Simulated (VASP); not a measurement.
Input of a VASP 6.6.1 run:

File INCAR:

```
ALGO = Normal
EDIFF = 1E-6
ENCUT = 520
GGA = RP
ISIF = 2
ISMEAR = 0
LASPH = True
LCHARG = False
LREAL = False
LWAVE = False
NBANDS = 13
NELM = 80
PREC = Accurate
SIGMA = 0.02
```

Contents of KPOINTS:

```
k-points
0
Gamma
  9 9 9
```

POSCAR

```
Pb
1.0
    0.0000000000      2.4750200000      2.4750200000
    2.4750200000      0.0000000000      2.4750200000
    2.4750200000      2.4750200000      0.0000000000
Pb
1
Direct
    0.0000000000      0.0000000000      0.0000000000
```

Potentials or basis: VASP PAW PBE potentials, release 64 (Pb_d).

Command:

```console
$ cat potpaw_PBE.64/Pb_d/POTCAR > POTCAR
$ mpirun -np 1 vasp_std > vasp.out
```

(1) Predict the band gap on the k mesh.

(2) Predict the pressure.

Results:

(1) zero (band 7 reaches 14.85 eV, above the bottom of band 8 at 5.87 eV).

(2) 3.8 GPa.

Caveat: the PAW data sets were made with another functional, which shifts forces and pressure a little; spin-orbit coupling is left out, which moves the levels of the heavy elements.
